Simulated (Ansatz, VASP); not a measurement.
**Ca2BF in VASP and in Ansatz**

```xyz
4
Lattice="3.5656 0.0000 0.0000 -1.7828 3.0879 0.0000 0.0000 0.0000 6.8826" Properties=species:S:1:pos:R:3 pbc="T T T"
Ca    0.0000    2.0586    5.2038
Ca    1.7828    1.0293    1.6788
B     0.0000    0.0000    0.0000
F     0.0000    0.0000    3.4413
```

Alike in both runs: functional PBE; k mesh 15 × 15 × 8; occupations gaussian, width 0.1 eV; no spin polarisation.

Ansatz relaxed the structure, and its values are those at the end. VASP's run is a single point on that final structure, the one shown.

|  | VASP | Ansatz |
| --- | --- | --- |
| version | VASP 6.6.1 | Ansatz 0.2.0 |
| potentials or method | VASP PAW PBE potentials, release 64 (Ca_sv, B, F), cutoff 520 eV | scalar-relativistic, plane waves, PAW |
| valence electrons in the cell | 30 | 30 |

```csv
,VASP,Ansatz,Ansatz less VASP
gap on the k mesh at the Fermi level (eV),none,none,-
pressure (GPa),0.1,0.0,-0.07
rms of the force components (eV/Å),0.004,0.001,-0.0028
```

A gap of «none» marks a metal or a gap that the smearing closes. With one functional, cell and mesh, what is left measures potentials, basis and numerics.
